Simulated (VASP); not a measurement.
# Cs (Im-3m) in VASP: single point with PBEsol

Aim: the single point of Cs with PBEsol.

Everything below comes from runs of VASP 6.6.1. Logs are shortened: lines on timing, memory, paths and dates and some standing lists are left out, and cuts for length are marked.

## (1) The cell of the first run

It takes space group Im-3m (No. 229, cubic). Conventional cell: a = 6.045 Å, b = 6.045 Å, c = 6.045 Å, α = 90.00°, β = 90.00°, γ = 90.00°.

## (2) Single point, PBEsol

File INCAR:

```
PREC     = Accurate       # precision mode
ENCUT    = 520            # plane-wave cutoff, eV
EDIFF    = 1E-7           # SCF threshold, eV
ISMEAR   = -1             # smearing method
SIGMA    = 0.1            # smearing width, eV
LREAL    = F              # projectors in reciprocal space
LASPH    = T              # aspherical terms in the spheres
NELM     = 60             # most SCF steps
ALGO     = Normal         # electronic algorithm
ISIF     = 2              # what is computed and relaxed
LWAVE    = F              # write WAVECAR
LCHARG   = T              # write CHGCAR
GGA      = PS             # functional
LELF     = T              # ELF
LVHAR    = T            
NBANDS   = 20             # bands
```

File KPOINTS:

```
regular mesh
0
Gamma
  6 6 8
```

File POSCAR:

```
Cs
1.0
    0.0000000000      6.0449950640     -6.0449950640
   -6.0449950640      0.0000000000      6.0449950640
    3.0224975320      3.0224975320      3.0224975320
Cs
3
Direct
    0.0000000000      0.0000000000      0.0000000000
    0.3333333330      0.6666666670      0.3333333330
    0.6666666670      0.3333333330      0.6666666670
```

Potentials or basis: VASP PAW PBE potentials, release 64 (Cs_sv).

The run is started by

```bash
cat potpaw_PBE.64/Cs_sv/POTCAR > POTCAR
mpirun -np 1 vasp_std > vasp.out
```

OUTCAR:

```text
PREC = Accurate
   ENCUT = 520
   EDIFF = 1E-7
   ISMEAR = -1
   LREAL = F
   LASPH = T
   NELM = 60
   ISIF = 2
   GGA = PS

 ion  position               nearest neighbor table
   1  0.000  0.000  0.000-
   2  0.333  0.667  0.333-
   3  0.667  0.333  0.667-

  LATTYP: Found a hexagonal cell.
 ALAT       =     8.5489140040
 C/A-ratio  =     0.6123724357

  Lattice vectors:

 A1 = (   0.0000000000,   6.0449950640,  -6.0449950640)
 A2 = (  -6.0449950640,   0.0000000000,   6.0449950640)
 A3 = (   3.0224975320,   3.0224975320,   3.0224975320)

Analysis of symmetry for initial positions (statically):
=====================================================================
 Subroutine PRICEL returns following result:

  LATTYP: Found a body centered cubic cell.
 ALAT       =     6.0449950600

  Lattice vectors:

 A1 = (  -3.0224975380,   3.0224975260,  -3.0224975260)
 A2 = (  -3.0224975290,  -3.0224975290,   3.0224975290)
 A3 = (   3.0224975320,   3.0224975320,   3.0224975320)

   3 primitive cells build up your supercell.

 Routine SETGRP: Setting up the symmetry group for a
 hexagonal supercell.

 Subroutine GETGRP returns: Found 12 space group operations
 (whereof 12 operations were pure point group operations)
 out of a pool of 24 trial point group operations.

The static configuration has the point symmetry D_3d.

Analysis of symmetry for dynamics (positions and initial velocities):
=====================================================================
 Subroutine PRICEL returns following result:

  LATTYP: Found a body centered cubic cell.
 ALAT       =     6.0449950600

  Lattice vectors:

 A1 = (  -3.0224975380,   3.0224975260,  -3.0224975260)
 A2 = (  -3.0224975290,  -3.0224975290,   3.0224975290)
 A3 = (   3.0224975320,   3.0224975320,   3.0224975320)

   3 primitive cells build up your supercell.

 Routine SETGRP: Setting up the symmetry group for a
 hexagonal supercell.

 Subroutine GETGRP returns: Found 12 space group operations
 (whereof 12 operations were pure point group operations)
 out of a pool of 24 trial point group operations.

The dynamic configuration has the point symmetry D_3d.

 Subroutine INISYM returns: Found 12 space group operations
 (whereof 12 operations are pure point group operations),
 and found     3 'primitive' translations

----------------------------------------------------------------------------------------

                                     Primitive cell

  volume of cell :     110.4480

  direct lattice vectors                    reciprocal lattice vectors
    -3.022497538  3.022497526 -3.022497526    -0.165426107  0.165426107  0.000000000
    -3.022497529 -3.022497529  3.022497529    -0.165426107 -0.000000000  0.165426107
     3.022497532  3.022497532  3.022497532     0.000000000  0.165426107  0.165426107

  length of vectors
     5.235119288  5.235119286  5.235119291     0.233947844  0.233947844  0.233947844

  position of ions in fractional coordinates (direct lattice)
     0.000000000  0.000000000  0.000000000

  ion indices of the primitive-cell ions
   primitive index   ion index
                 1           1

----------------------------------------------------------------------------------------

 KPOINTS: regular mesh

Automatic generation of k-mesh.
 Grid dimensions read from file:
 generate k-points for:    6    6    8

 Generating k-lattice:

  Cartesian coordinates                     Fractional coordinates (reciprocal lattice)
    -0.009190339  0.018380679 -0.009190339     0.166666667  0.000000000  0.000000000
    -0.018380679  0.009190339  0.009190339     0.000000000  0.166666667  0.000000000
     0.013785509  0.013785509  0.013785509     0.000000000  0.000000000  0.125000000

  Length of vectors
     0.022511642  0.022511642  0.023877202

  Shift w.r.t. Gamma in fractional coordinates (k-lattice)
     0.000000000  0.000000000  0.000000000

 Subroutine IBZKPT returns following result:
 ===========================================

 Found     44 irreducible k-points:

 Following reciprocal coordinates:
            Coordinates               Weight
  0.000000  0.000000  0.000000      1.000000
  0.166667  0.000000  0.000000      6.000000
  0.333333  0.000000  0.000000      6.000000
  0.500000  0.000000  0.000000      3.000000
  0.166667  0.166667  0.000000      6.000000
  0.333333  0.166667  0.000000     12.000000
[... 16 lines left out ...]
  0.500000  0.000000  0.250000      6.000000
  0.166667  0.166667  0.250000     12.000000
 [... further k-points ...]
   k-points           NKPTS =     44   k-points in BZ     NKDIM =     44   number of bands    NBANDS=     20
   number of dos      NEDOS =    301   number of ions     NIONS =      3
   total plane-waves  NPLWV = 163840
   dimension x,y,z NGX =    64 NGY =   64 NGZ =   40
   dimension x,y,z NGXF=   128 NGYF=  128 NGZF=   80
   ions per type =               3
   NGX,Y,Z   is equivalent  to a cutoff of  12.45, 12.45, 12.70 a.u.
   NGXF,Y,Z  is equivalent  to a cutoff of  24.89, 24.89, 25.40 a.u.
 SYSTEM =  unknown system
   PREC   = accura    normal or accurate (medium, high low for compatibility)
   ISTART =      0    job   : 0-new  1-cont  2-samecut
   ICHARG =      2    charge: 1-file 2-atom 10-const
   ISPIN  =      1    spin polarized calculation?
   LNONCOLLINEAR =      F non collinear calculations
   LSORBIT =      F    spin-orbit coupling
   LASPH  =      T    aspherical Exc in radial PAW
   ENCUT  =  520.0 eV  38.22 Ry    6.18 a.u.  15.90 15.90  9.73*2*pi/ulx,y,z
   NELM   =     60;   NELMIN=  2; NELMDL= -5     # of ELM steps
   EDIFF  = 0.1E-06   stopping-criterion for ELM
   LREAL  =      F    real-space projection
   EDIFFG = 0.1E-05   stopping-criterion for IOM
   NSW    =      0    number of steps for IOM
   IBRION =     -1    ionic relax: 0-MD 1-quasi-New 2-CG
   NFREE  =      0    steps in history (QN), initial steepest desc. (CG)
   ISIF   =      2    stress and relaxation
   ISYM   =      2    0-nonsym 1-usesym 2-fastsym
   POTIM  = 0.5000    time-step for ionic-motion
   TEBEG  =    0.0;   TEEND  =   0.0 temperature during run
   PSTRESS=    0.0 pullay stress
   NELECT =      27.0000    total number of electrons
   NUPDOWN=      -1.0000    fix difference up-down
   EMIN   =  10.00;   EMAX   =-10.00  energy-range for DOS
   EFERMI =   0.00;   METHOD = LEGACY
   ISMEAR =    -1;   SIGMA  =   0.10  broadening in eV -4-tet -1-fermi 0-gaus
   EFERMI_NEDOS =   21; number of points for ismear=-14 and -15
   IALGO  =     38    algorithm
   IMIX   =      4    mixing-type and parameters
     AMIX     =   0.40;   BMIX     =  1.00
     AMIX_MAG =   1.60;   BMIX_MAG =  1.00
  volume/ion in A,a.u.               =     110.45       745.34
  Fermi-wavevector in a.u.,A,eV,Ry     =   0.709746  1.341226  6.853793  0.503740
  Thomas-Fermi vector in A             =   1.796410
   LORBIT       =      0    0 simple, 1 ext, 2 COOP (PROOUT), +10 PAW based schemes
   GGA     = PS    functional components
   LHFCALC =     F    Hartree Fock is set to
   AEXX    =    0.0000 exact exchange contribution
   IVDW    =     0    specifies the selected vdW correction
   LEPSILON=     F    determine dielectric tensor
   LRPA    =     F    only Hartree local field effects (RPA)
 non-spin polarized calculation
  energy-cutoff  :      520.00
  volume of cell :      331.34
 maximum number of plane-waves:      8971
   NGX = 31   NGY = 31   NGZ = 19

 number of electron      26.9999999 magnetization

 Free energy of the ion-electron system (eV)
  ---------------------------------------------------
  ext. energy  EPLUGINS =         0.00000000
  ---------------------------------------------------
  free energy    TOTEN  =        -2.88716399 eV

  energy without entropy =       -2.76360539  energy(sigma->0) =       -2.82538469

 E-fermi :   0.4647     XC(G=0):  -5.5822

 val. band max:        0.4615259363   @ k =   0.3333   0.0000   0.5000
 cond. band min:       0.4897735373   @ k =   0.5000   0.0000   0.0000
 fundamental gap:      0.0282476010
 Fermi energy:         0.4647282087

 k-point     1 :       0.0000    0.0000    0.0000
  band No.  band energies     occupation
      1     -23.3487      2.00000
      2     -23.3395      2.00000
      3     -23.3395      2.00000
      4     -10.1712      2.00000
      5     -10.1712      2.00000
      6     -10.1712      2.00000
[... 12 lines left out ...]
     19       1.3870      0.00020
     20       2.9971      0.00000

 k-point     2 :       0.1667    0.0000    0.0000
  band No.  band energies     occupation
      1     -23.3479      2.00000
      2     -23.3399      2.00000
      3     -23.3398      2.00000
      4     -10.1966      2.00000
      5     -10.1905      2.00000
      6     -10.1424      2.00000
[... 12 lines left out ...]
     19       1.8033      0.00000
     20       2.8899      0.00000

 k-point     3 :       0.3333    0.0000    0.0000
  band No.  band energies     occupation
      1     -23.3460      2.00000
      2     -23.3414      2.00000
      3     -23.3403      2.00000
      4     -10.2142      2.00000
      5     -10.1858      2.00000
      6     -10.1197      2.00000
[... 12 lines left out ...]
     19       2.0552      0.00000
     20       2.5404      0.00000

 k-point     4 :       0.5000    0.0000    0.0000
  band No.  band energies     occupation
      1     -23.3436      2.00000
      2     -23.3436      2.00000
      3     -23.3405      2.00000
      4     -10.2204      2.00000
      5     -10.1566      2.00000
      6     -10.1566      2.00000
[... 429 lines left out ...]
 k-point    23 :       0.5000    0.0000    0.2500
  band No.  band energies     occupation
      1     -23.3422      2.00000
      2     -23.3410      2.00000
      3     -23.3391      2.00000
      4     -10.1988      2.00000
      5     -10.1833      2.00000
      6     -10.1458      2.00000
[... 12 lines left out ...]
     19       2.0164      0.00000
     20       2.0963      0.00000

 k-point    24 :       0.1667    0.1667    0.2500
  band No.  band energies     occupation
      1     -23.3441      2.00000
      2     -23.3403      2.00000
      3     -23.3378      2.00000
      4     -10.1894      2.00000
      5     -10.1860      2.00000
      6     -10.1419      2.00000
[... 12 lines left out ...]
     19       2.2306      0.00000
     20       2.5248      0.00000

 [... further k-points ...]

------------------------ aborting loop because EDIFF is reached ----------------------------------------

  FORCE on cell =-STRESS in cart. coord.  units (eV):
  Direction    XX          YY          ZZ          XY          YZ          ZX
  --------------------------------------------------------------------------------------
  -------------------------------------------------------------------------------------
  Total       -0.0875858     -0.0875858     -0.0875858      0.0023730      0.0023730      0.0023730
  in kB       -0.4235116     -0.4235116     -0.4235116      0.0114746      0.0114746      0.0114746
  external PRESSURE =      -0.4235116 kB  Pullay stress =       0.0000000 kB

 VOLUME and BASIS-vectors are now :
 -----------------------------------------------------------------------------
  energy-cutoff  :      520.00
  volume of cell :      331.34
      direct lattice vectors                 reciprocal lattice vectors
     0.000000000  6.044995064 -6.044995064    -0.055142036  0.110284071 -0.055142036
    -6.044995064  0.000000000  6.044995064    -0.110284071  0.055142036  0.055142036
     3.022497532  3.022497532  3.022497532     0.110284071  0.110284071  0.110284071

 POSITION                                       TOTAL-FORCE (eV/Angst)
 -----------------------------------------------------------------------------------
      0.00000      0.00000      0.00000        -0.000000     -0.000000     -0.000000
     -3.02250      3.02250      3.02250         0.000000     -0.000000      0.000000
      0.00000      6.04500     -0.00000         0.000000      0.000000     -0.000000
 -----------------------------------------------------------------------------------
    total drift:                               -0.000000     -0.000000     -0.000000

  FREE ENERGIE OF THE ION-ELECTRON SYSTEM (eV)
  ---------------------------------------------------
  free  energy   TOTEN  =        -2.8871639938 eV

  energy  without entropy=       -2.7636053911  energy(sigma->0) =       -2.82538469
```

Run time: 2.7 min. Hardware: 1 thread of Intel Xeon Platinum 8488C (Sapphire Rapids), shared host; peak memory 0.55 GiB.

Results:

```
Free energy            : -2.8872 eV
Pressure               : 0.0 GPa
Band gap on the k mesh : zero (an odd number of electrons rules out a gap without spin polarisation)
```

Caveat: the PAW data sets were made with another functional, which shifts forces and pressure a little; spin-orbit coupling is left out, which moves the levels of the heavy elements.
